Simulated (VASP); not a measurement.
# Ti6H in VASP: further runs

The runs below take Ti6H through single point, with PBE.

Everything below comes from runs of VASP 6.6.1. Logs are shortened: lines on timing, memory, paths and dates and some standing lists are left out, and cuts for length are marked.

### Step 1. The cell of the first run

The cell holds a slab with vacuum, 7 atoms: a = 2.938 Å, b = 4.650 Å, c = 21.284 Å, α = 90.00°, β = 90.00°, γ = 90.00°.

### Step 2. Single point, PBE

INCAR reads:

```
PREC = Accurate
ENCUT = 520
EDIFF = 1E-6
ISMEAR = 0
SIGMA = 0.1
LREAL = F
LASPH = T
NELM = 100
ALGO = Normal
ISIF = 2
LWAVE = F
LCHARG = T
LDIPOL = T
IDIPOL = 3
DIPOL = 0.5 0.5 0.349
GGA = PE
LELF = T
LVHAR = T
LVACPOTAV = T
NBANDS = 46
```

KPOINTS reads:

```
Automatic mesh
0
Gamma
  9 6 1
```

POSCAR reads:

```
Ti6H
1.0
    2.9381632085      0.0000000000      0.0000000000
    0.0000000000      4.6504654182      0.0000000000
    0.0000000000      0.0000000000     21.2842242132
Ti H
6 1
Direct
    0.0000000000      0.7500000000      0.1879326190
    0.5000000000      0.2500000000      0.2277825403
    0.5000000000      0.7500000000      0.3074823829
    0.0000000000      0.2500000000      0.3461291980
    0.1481345805      0.7500000000      0.4251007032
    0.6067886995      0.2500000000      0.4611873947
    0.6666666667      0.7500000000      0.4841863353
```

Potentials or basis: VASP PAW PBE potentials, release 64 (Ti_sv, H).

Launch:

```sh
$ cat potpaw_PBE.64/Ti_sv/POTCAR potpaw_PBE.64/H/POTCAR > POTCAR
$ mpirun -np 1 vasp_std > vasp.out
```

OUTCAR:

```text
PREC = Accurate
   ENCUT = 520
   EDIFF = 1E-6
   ISMEAR = 0
   LREAL = F
   LASPH = T
   NELM = 100
   ISIF = 2
   GGA = PE

 ion  position               nearest neighbor table
   1  0.000  0.750  0.188-   2 2.88   2 2.88   2 2.88   2 2.88
   2  0.500  0.250  0.228-   1 2.88   1 2.88   1 2.88   1 2.88   3 2.88   3 2.88   4 2.92   4 2.92

   3  0.500  0.750  0.307-   5 2.71   4 2.87   4 2.87   4 2.87   4 2.87   2 2.88   2 2.88
   4  0.000  0.250  0.346-   6 2.71   3 2.87   3 2.87   3 2.87   3 2.87   5 2.90   5 2.90   2 2.92
                             2 2.92
   5  0.148  0.750  0.425-   7 1.89   3 2.71   6 2.80   6 2.80   4 2.90   4 2.90   6 2.92   6 2.92

   6  0.607  0.250  0.461-   4 2.71   5 2.80   5 2.80   5 2.92   5 2.92
   7  0.667  0.750  0.484-   5 1.89

  LATTYP: Found a simple orthorhombic cell.
 ALAT       =     2.9381632085
 B/A-ratio  =     1.5827798145
 C/A-ratio  =     7.2440578357

  Lattice vectors:

 A1 = (   2.9381632085,   0.0000000000,   0.0000000000)
 A2 = (   0.0000000000,   4.6504654182,   0.0000000000)
 A3 = (   0.0000000000,   0.0000000000,  21.2842242132)

Analysis of symmetry for initial positions (statically):
=====================================================================
 Subroutine PRICEL returns:
 Original cell was already a primitive cell.

 Routine SETGRP: Setting up the symmetry group for a
 simple orthorhombic supercell.

 Subroutine GETGRP returns: Found  2 space group operations
 (whereof  1 operations were pure point group operations)
 out of a pool of  8 trial point group operations.

The static configuration has the point symmetry C_1 .
 The point group associated with its full space group is C_1h.

Analysis of symmetry for dynamics (positions and initial velocities):
=====================================================================
 Subroutine PRICEL returns:
 Original cell was already a primitive cell.

 Routine SETGRP: Setting up the symmetry group for a
 simple orthorhombic supercell.

 Subroutine GETGRP returns: Found  2 space group operations
 (whereof  1 operations were pure point group operations)
 out of a pool of  8 trial point group operations.

The dynamic configuration has the point symmetry C_1 .
 The point group associated with its full space group is C_1h.

 Subroutine INISYM returns: Found  2 space group operations
 (whereof  1 operations are pure point group operations),
 and found     1 'primitive' translations

----------------------------------------------------------------------------------------

                                     Primitive cell

  volume of cell :     290.8239

  direct lattice vectors                    reciprocal lattice vectors
     2.938163208  0.000000000  0.000000000     0.340348690  0.000000000  0.000000000
     0.000000000  4.650465418  0.000000000     0.000000000  0.215032241  0.000000000
     0.000000000  0.000000000 21.284224213     0.000000000  0.000000000  0.046983155

  length of vectors
     2.938163208  4.650465418 21.284224213     0.340348690  0.215032241  0.046983155

  position of ions in fractional coordinates (direct lattice)
     0.000000000  0.750000000  0.187932619
     0.500000000  0.250000000  0.227782540
     0.500000000  0.750000000  0.307482383
     0.000000000  0.250000000  0.346129198
     0.148134580  0.750000000  0.425100703
     0.606788700  0.250000000  0.461187395
     0.666666667  0.750000000  0.484186335

  ion indices of the primitive-cell ions
   primitive index   ion index
                 1           1
                 2           2
                 3           3
                 4           4
                 5           5
                 6           6
                 7           7

----------------------------------------------------------------------------------------

 KPOINTS: Automatic mesh

Automatic generation of k-mesh.
 Grid dimensions read from file:
 generate k-points for:    9    6    1

 Generating k-lattice:

  Cartesian coordinates                     Fractional coordinates (reciprocal lattice)
     0.037816521  0.000000000  0.000000000     0.111111111  0.000000000  0.000000000
     0.000000000  0.035838707  0.000000000     0.000000000  0.166666667  0.000000000
     0.000000000  0.000000000  0.046983155     0.000000000  0.000000000  1.000000000

  Length of vectors
     0.037816521  0.035838707  0.046983155

  Shift w.r.t. Gamma in fractional coordinates (k-lattice)
     0.000000000  0.000000000  0.000000000

 Subroutine IBZKPT returns following result:
 ===========================================

 Found     20 irreducible k-points:

 Following reciprocal coordinates:
            Coordinates               Weight
  0.000000  0.000000  0.000000      1.000000
  0.111111  0.000000  0.000000      2.000000
  0.222222  0.000000  0.000000      2.000000
  0.333333  0.000000  0.000000      2.000000
  0.444444  0.000000  0.000000      2.000000
  0.000000  0.166667  0.000000      2.000000
[... 12 lines left out ...]
  0.333333  0.500000  0.000000      2.000000
  0.444444  0.500000  0.000000      2.000000
   k-points           NKPTS =     20   k-points in BZ     NKDIM =     20   number of bands    NBANDS=     46
   number of dos      NEDOS =    301   number of ions     NIONS =      7
   total plane-waves  NPLWV = 138240
   dimension x,y,z NGX =    24 NGY =   36 NGZ =  160
   dimension x,y,z NGXF=    48 NGYF=   72 NGZF=  320
   ions per type =               6   1
   NGX,Y,Z   is equivalent  to a cutoff of  13.58, 12.87, 12.50 a.u.
   NGXF,Y,Z  is equivalent  to a cutoff of  27.16, 25.74, 24.99 a.u.
 SYSTEM =  unknown system
   PREC   = accura    normal or accurate (medium, high low for compatibility)
   ISTART =      0    job   : 0-new  1-cont  2-samecut
   ICHARG =      2    charge: 1-file 2-atom 10-const
   ISPIN  =      1    spin polarized calculation?
   LNONCOLLINEAR =      F non collinear calculations
   LSORBIT =      F    spin-orbit coupling
   LASPH  =      T    aspherical Exc in radial PAW
   ENCUT  =  520.0 eV  38.22 Ry    6.18 a.u.   5.46  8.65 39.57*2*pi/ulx,y,z
   NELM   =    100;   NELMIN=  2; NELMDL= -5     # of ELM steps
   EDIFF  = 0.1E-05   stopping-criterion for ELM
   LREAL  =      F    real-space projection
   EDIFFG = 0.1E-04   stopping-criterion for IOM
   NSW    =      0    number of steps for IOM
   IBRION =     -1    ionic relax: 0-MD 1-quasi-New 2-CG
   NFREE  =      0    steps in history (QN), initial steepest desc. (CG)
   ISIF   =      2    stress and relaxation
   ISYM   =      2    0-nonsym 1-usesym 2-fastsym
   POTIM  = 0.5000    time-step for ionic-motion
   TEBEG  =    0.0;   TEEND  =   0.0 temperature during run
   PSTRESS=    0.0 pullay stress
   NELECT =      73.0000    total number of electrons
   NUPDOWN=      -1.0000    fix difference up-down
   EMIN   =  10.00;   EMAX   =-10.00  energy-range for DOS
   EFERMI =   0.00;   METHOD = LEGACY
   ISMEAR =     0;   SIGMA  =   0.10  broadening in eV -4-tet -1-fermi 0-gaus
   EFERMI_NEDOS =   21; number of points for ismear=-14 and -15
   IALGO  =     38    algorithm
   IMIX   =      4    mixing-type and parameters
     AMIX     =   0.40;   BMIX     =  1.00
     AMIX_MAG =   1.60;   BMIX_MAG =  1.00
  volume/ion in A,a.u.               =      41.55       280.37
  Fermi-wavevector in a.u.,A,eV,Ry     =   1.032696  1.951512 14.510077  1.066461
  Thomas-Fermi vector in A             =   2.166906
   LORBIT       =      0    0 simple, 1 ext, 2 COOP (PROOUT), +10 PAW based schemes
   GGA     = PE    functional components
   LHFCALC =     F    Hartree Fock is set to
   AEXX    =    0.0000 exact exchange contribution
   IVDW    =     0    specifies the selected vdW correction
   LEPSILON=     F    determine dielectric tensor
   LRPA    =     F    only Hartree local field effects (RPA)
 non-spin polarized calculation
 Gauss-broadening in eV      SIGMA  =   0.10
  energy-cutoff  :      520.00
  volume of cell :      290.82
 maximum number of plane-waves:      7881
 NGX is ok and might be reduce to    24
   NGX = 11   NGY = 17   NGZ = 79

 dipolmoment           0.000000      0.000000      0.003924 electrons x Angstroem

 number of electron      73.0000011 magnetization

 dipolmoment           0.000000      0.000000     -0.004952 electrons x Angstroem

 Free energy of the ion-electron system (eV)
  ---------------------------------------------------
  ext. energy  EPLUGINS =         0.00000000
  ---------------------------------------------------
  free energy    TOTEN  =       -47.79473088 eV

  energy without entropy =      -47.73907494  energy(sigma->0) =      -47.76690291

 E-fermi :   0.7587     XC(G=0):  -5.1473

 val. band max:        0.7479144550   @ k =   0.2222   0.0000   0.0000
 cond. band min:       0.7850901398   @ k =   0.1111   0.3333   0.0000
 fundamental gap:      0.0371756849
 Fermi energy:         0.7586892885

 k-point     1 :       0.0000    0.0000    0.0000
  band No.  band energies     occupation
      1     -56.3178      2.00000
      2     -56.2524      2.00000
      3     -56.0348      2.00000
      4     -55.9821      2.00000
      5     -55.8942      2.00000
      6     -55.7968      2.00000
[... 38 lines left out ...]
     45       1.9373      0.00000
     46       2.0553      0.00000

 k-point     2 :       0.1111    0.0000    0.0000
  band No.  band energies     occupation
      1     -56.3128      2.00000
      2     -56.2474      2.00000
      3     -56.0296      2.00000
      4     -55.9775      2.00000
      5     -55.8929      2.00000
      6     -55.7930      2.00000
[... 38 lines left out ...]
     45       1.9367      0.00000
     46       1.9938      0.00000

 k-point     3 :       0.2222    0.0000    0.0000
  band No.  band energies     occupation
      1     -56.3002      2.00000
      2     -56.2348      2.00000
      3     -56.0165      2.00000
      4     -55.9650      2.00000
      5     -55.8901      2.00000
      6     -55.7835      2.00000
[... 822 lines left out ...]
     45       2.1685      0.00000
     46       2.3263      0.00000

 k-point    20 :       0.4444    0.5000    0.0000
  band No.  band energies     occupation
      1     -56.2759      2.00000
      2     -56.2104      2.00000
      3     -55.9811      2.00000
      4     -55.9464      2.00000
      5     -55.8876      2.00000
      6     -55.7693      2.00000
[... 38 lines left out ...]
     45       2.3307      0.00000
     46       2.3958      0.00000

------------------------ aborting loop because EDIFF is reached ----------------------------------------

  FORCE on cell =-STRESS in cart. coord.  units (eV):
  Direction    XX          YY          ZZ          XY          YZ          ZX
  --------------------------------------------------------------------------------------
  -------------------------------------------------------------------------------------
  Total       -2.2787464     -4.5312297     -0.8681031      0.0000000      0.0000000     -1.2206341
  in kB      -12.5538348    -24.9629843     -4.7824640      0.0000000      0.0000000     -6.7245918
  external PRESSURE =     -14.0997610 kB  Pullay stress =       0.0000000 kB

 VOLUME and BASIS-vectors are now :
 -----------------------------------------------------------------------------
  energy-cutoff  :      520.00
  volume of cell :      290.82
      direct lattice vectors                 reciprocal lattice vectors
     2.938163208  0.000000000  0.000000000     0.340348690  0.000000000  0.000000000
     0.000000000  4.650465418  0.000000000     0.000000000  0.215032241  0.000000000
     0.000000000  0.000000000 21.284224213     0.000000000  0.000000000  0.046983155

 POSITION                                       TOTAL-FORCE (eV/Angst)
 -----------------------------------------------------------------------------------
      0.00000      3.48785      4.00000        -0.003481      0.000000      0.353727
      1.46908      1.16262      4.84817        -0.005849      0.000000      0.047751
      1.46908      3.48785      6.54452         0.361617      0.000000     -0.592433
      0.00000      1.16262      7.36709        -0.023233      0.000000      0.189912
      0.43524      3.48785      9.04794        -0.017569      0.000000      0.008893
      1.78284      1.16262      9.81602         0.009718      0.000000     -0.017805
      1.95878      3.48785     10.30553        -0.321203      0.000000      0.009954
 -----------------------------------------------------------------------------------
    total drift:                               -0.000019     -0.000000     -0.000391

  FREE ENERGIE OF THE ION-ELECTRON SYSTEM (eV)
  ---------------------------------------------------
  free  energy   TOTEN  =       -47.7947308777 eV

  energy  without entropy=      -47.7390749387  energy(sigma->0) =      -47.76690291

 vacuum level on the upper side and lower side of the slab         4.452         4.517
```

Run time: 17 min. Hardware: 1 thread of Intel Xeon 8259CL, shared host; peak memory 0.46 GiB.

What came out:

```
Free energy            : -47.7947 eV
Largest force          : 0.694 eV/Å
Band gap on the k mesh : zero (an odd number of electrons rules out a gap without spin polarisation)
```

Forces on the atoms (eV/Å):
```
Ti  -0.003  0.000  0.354
Ti  -0.006  0.000  0.048
Ti   0.362  0.000 -0.592
Ti  -0.023  0.000  0.190
Ti  -0.018  0.000  0.009
Ti   0.010  0.000 -0.018
H   -0.321  0.000  0.010
```

Levels at points of the mesh, in eV from the Fermi level:
```tsv
k point	band 35	band 36	band 37	band 38	band 39	band 40
(0.00, 0.00, 0.00)	-0.13	0.16	0.34	0.57	0.76	0.93
(0.00, 0.50, 0.00)	-0.11	-0.09	0.17	0.19	0.38	0.43
```

### Step 3. Single point, PBE

INCAR reads:

```
PREC = Accurate
ENCUT = 520
EDIFF = 1E-6
ISMEAR = 0
SIGMA = 0.1
LREAL = False
LASPH = True
NELM = 100
ALGO = Normal
ISIF = 2
LWAVE = False
LCHARG = False
LDIPOL = True
IDIPOL = 3
DIPOL = 0.5 0.5 0.351
GGA = PE
NBANDS = 46
```

KPOINTS is that of step 2.

POSCAR: that of step 2 with these lines changed.

```diff
@@ -12,4 +12,4 @@
     0.0000000000      0.2500000000      0.3461291980
-    0.1481345805      0.7500000000      0.4251007032
-    0.6067886995      0.2500000000      0.4611873947
-    0.6666666667      0.7500000000      0.4841863353
+    0.0000000000      0.7116963453      0.4273791884
+    0.5000000000      0.2290627496      0.4594323265
+    1.0000000000      0.4166666667      0.5013696682
```

Potentials or basis: VASP PAW PBE potentials, release 64 (Ti_sv, H).

Launch:

```sh
$ cat potpaw_PBE.64/Ti_sv/POTCAR potpaw_PBE.64/H/POTCAR > POTCAR
$ mpirun -np 1 vasp_std > vasp.out
```

Run time: 17 min. Hardware: 1 thread of Intel Xeon 8259CL, shared host; peak memory 0.46 GiB.

The run converged. Its results:

```yaml
Free_energy: -47.8887 eV
Largest_force: 0.371 eV/Å
Band_gap_on_the_k_mesh: zero (an odd number of electrons rules out a gap without spin polarisation)
```

Forces in eV/Å, atoms in the order of the input:
```
Ti   0.000 -0.006  0.334
Ti   0.000 -0.010  0.064
Ti   0.000  0.058 -0.202
Ti   0.000 -0.324 -0.180
Ti   0.000 -0.003  0.001
Ti   0.000 -0.017  0.002
H    0.000  0.303 -0.019
```

Levels at points of the mesh, in eV from the Fermi level:
```tsv
k point	band 35	band 36	band 37	band 38	band 39	band 40
(0.00, 0.00, 0.00)	-0.11	0.20	0.53	0.56	0.78	0.80
(0.00, 0.50, 0.00)	-0.14	0.01	0.14	0.26	0.39	0.55
```

### Step 4. Single point, PBE

INCAR reads:

```
SYSTEM = Ti6H
  PREC = Accurate
  ENCUT = 520
  EDIFF = 1E-6
  ISMEAR = 0
  SIGMA = 0.1
  LREAL = .False.
  LASPH = .True.
  NELM = 60
  ALGO = Normal
  ISIF = 2
  LWAVE = .False.
  LCHARG = .False.
  LDIPOL = .True.
  IDIPOL = 3
  DIPOL = 0.5 0.5 0.351
  GGA = PE
  NBANDS = 46
```

KPOINTS reads:

```
Automatic mesh
0
Gamma
  9 6 1
  0 0 0
```

POSCAR: that of step 3 with these lines changed.

```diff
@@ -12,4 +12,4 @@
     0.0000000000      0.2500000000      0.3461291980
-    0.0000000000      0.7116963453      0.4273791884
-    0.5000000000      0.2290627496      0.4594323265
-    1.0000000000      0.4166666667      0.5013696682
+    0.3025802017      0.7500000000      0.4277105225
+    0.7754510701      0.2500000000      0.4704721748
+    0.8333333333      0.7500000000      0.4870549054
```

Launch:

```sh
$ cat potpaw_PBE.64/Ti_sv/POTCAR potpaw_PBE.64/H/POTCAR > POTCAR
$ mpirun -np 1 vasp_std > vasp.out
```

It took 19 min on 1 thread of Intel Xeon 8259CL, shared host; peak memory 0.46 GiB.

The run converged. Its results:

```
Free energy            : -47.5747 eV
Largest force          : 0.991 eV/Å
Band gap on the k mesh : zero (an odd number of electrons rules out a gap without spin polarisation)
```

Forces on the atoms (eV/Å):
```
Ti  -0.021  0.000  0.355
Ti   0.028  0.000  0.104
Ti   0.277  0.000 -0.951
Ti   0.212  0.000  0.486
Ti  -0.001  0.000  0.010
Ti  -0.005  0.000 -0.006
H   -0.489  0.000  0.003
```

Levels at points of the mesh, in eV from the Fermi level:
| k point | band 33 | band 34 | band 35 | band 36 | band 37 | band 38 | band 39 | band 40 |
| --- | --- | --- | --- | --- | --- | --- | --- | --- |
| (0.00, 0.00, 0.00) | -0.47 | -0.45 | -0.19 | 0.03 | 0.28 | 0.52 | 0.75 | 0.90 |
| (0.00, 0.50, 0.00) | -0.50 | -0.39 | -0.27 | -0.07 | 0.10 | 0.26 | 0.33 | 0.46 |

### Step 5. The runs side by side

| cell | gap on the mesh (eV) | largest force (eV/Å) |
| --- | --- | --- |
| as given, atomic positions A | none | 0.69 |
| as given, atomic positions B | none | 0.37 |
| as given, atomic positions C | none | 0.99 |

Alike in all rows: task single point; level PBE; potentials or basis VASP PAW PBE potentials, release 64 (Ti_sv, H); no spin polarisation; k mesh 9 × 6 × 1; cutoff (eV) 520; smearing gaussian 0.1 eV.

Absolute energies hang on the potentials; compare differences alone.
